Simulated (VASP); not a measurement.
Input of a VASP 6.6.1 run:

Contents of INCAR:

```
SYSTEM = TePtSe3
ALGO = Normal
EDIFF = 1E-7
ENCUT = 520
GGA = PE
ISIF = 2
ISMEAR = 0
LASPH = .TRUE.
LCHARG = .FALSE.
LREAL = .FALSE.
LWAVE = .FALSE.
NBANDS = 25
NELM = 60
PREC = Accurate
SIGMA = 0.1
```

File KPOINTS:

```
k-points
0
G
  4 4 4
  0 0 0
```

File POSCAR:

```
TePtSe3
1.0
    5.5166350900      0.0000000000      0.0000000000
    0.0000000000      5.5166350900      0.0000000000
    0.0000000000      0.0000000000      4.4887457500
Te Pt Se
1 1 3
Direct
    0.0000000000      0.0000000000      0.8620782500
    0.5000000000      0.5000000000      0.2429787100
    0.0000000000      0.0000000000      0.4437938400
    0.0000000000      0.5000000000      0.1044977700
    0.5000000000      0.0000000000      0.1044977700
```

Potentials or basis: VASP PAW PBE potentials, release 64 (Te, Pt, Se).

Run with:

```sh
$ cat potpaw_PBE.64/Te/POTCAR potpaw_PBE.64/Pt/POTCAR potpaw_PBE.64/Se/POTCAR > POTCAR
$ mpirun -np 1 vasp_std > vasp.out
```

(1) What does it give for the pressure?

(2) Predict the band gap on the k mesh.

## Answers

(1) 17.6 GPa.

(2) zero (bands 17 and 18 overlap by 0.90 eV).

Caveat: the cell stands under pressure; spin-orbit coupling is left out, which moves the levels of the heavy elements; forces of over 1 eV/Å act on the atoms, so gaps and moduli don't describe the material at rest.
